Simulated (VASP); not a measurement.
Here is a VASP 6.6.1 calculation.

Contents of INCAR:

```
PREC = Accurate
ENCUT = 520
EDIFF = 1E-7
ISMEAR = 0
SIGMA = 0.15
LREAL = F
LASPH = T
NELM = 100
ALGO = Normal
ISIF = 2
LWAVE = F
LCHARG = T
GGA = PE
LELF = T
LVHAR = T
NBANDS = 12
```

File KPOINTS:

```
regular mesh
0
Gamma
  18 18 18
```

Contents of POSCAR:

```
Cd
1.0
    0.0000000000      2.3683813218      1.8786000644
    2.3683813218      0.0000000000      1.8786000644
    2.3683813218      2.3683813218      0.0000000000
Cd
1
Direct
    0.0000000000      0.0000000000      0.0000000000
```

Potentials or basis: VASP PAW PBE potentials, release 64 (Cd).

Run with:

```console
$ cat potpaw_PBE.64/Cd/POTCAR > POTCAR
$ mpirun -np 1 vasp_std > vasp.out
```

What does it give for the band gap on the k mesh?

Zero (band 6 reaches 5.43 eV, above the bottom of band 7 at 2.05 eV).

What does it give for the pressure?

5.3 GPa.

Stress tensor (GPa, compression positive):
```
4.31 0.00 0.00
0.00 4.31 0.00
0.00 0.00 7.28
```
